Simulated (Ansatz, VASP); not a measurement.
One calculation of Mg2SO, two programs

```
O Mg S
1.0
     3.67487    0.00000    0.00000
     0.00000    3.67487    0.00000
     0.00000    0.00000    4.88397
O Mg S
1 2 1
Direct
  0.00000 0.00000 0.00000
  0.00000 0.50000 0.81132
  0.50000 0.00000 0.18868
  0.50000 0.50000 0.50000
```

Alike in both runs: task single point; functional PBE-based screened hybrid; k mesh 4 × 4 × 2; no spin polarisation.

|  | VASP | Ansatz |
| --- | --- | --- |
| version | VASP 6.6.1 | Ansatz 0.2.0 |
| potentials or method | VASP PAW PBE potentials, release 64 (O, Mg, S) | plane waves |
| plane-wave cutoff (eV) | 520 | 420 |
| occupations | gaussian, width 0.01 eV | fixed |
| valence electrons in the cell | 16 | 32 |

```tsv
	VASP	Ansatz	Ansatz less VASP
gap on the k mesh at the Fermi level (eV)	1.79	1.81	+0.021
pressure (GPa)	1.4	1.6	+0.24
rms of the force components (eV/Å)	0.026	0.024	-0.0019
```

VASP's potentials were made for PBE, not for PBE-based screened hybrid. VASP's potentials hold 16 valence electrons a cell and Ansatz's 32, so a difference there can come from the potentials and not from the codes. Ansatz's warnings: stress exchange threshold loose, stress scf threshold loose.

The k mesh is coarse, so the values compare programs but aren't converged.
